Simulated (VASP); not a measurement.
Runs of VASP 6.6.1 on WS2. The structure is that of space group R3m (No. 160), or close to it. The cells are those of the table. 

```tsv
cell	gap on the mesh (eV)	pressure (GPa)	largest force (eV/Å)
a = 6.574 Å, angles 28.4°, 3 atoms	1.01	-12.7	1.55
a = 6.449 Å, angles 28.4°, 3 atoms	(c)	(b)	0.68
a = 6.512 Å, angles 28.4°, 3 atoms	0.99	-9.1	1.14
a = 6.384 Å, angles 28.4°, 3 atoms	0.93	0.2	0.62
a = 6.318 Å, angles 28.4°, 3 atoms	(a)	6.1	1.07
```

Alike in all rows: task single point; level LDA; potentials or basis VASP PAW LDA potentials, release 64 (W_sv, S); no spin polarisation; k mesh 11 × 11 × 11; cutoff (eV) 520; smearing fermi-dirac 0.1 eV.

Question: Fill in the values left out.

Answer: (a) 0.90; (b) -4.9; (c) 0.96.

Caveats: spin-orbit coupling is left out, which moves the levels of the heavy elements; the cell stands under tension (at least some runs); forces of over 1 eV/Å act on the atoms, so gaps and moduli don't describe the material at rest (at least some runs); the cell stands under pressure (at least some runs).

A k mesh can miss the band edges, and the runs leave out spin-orbit coupling on W.
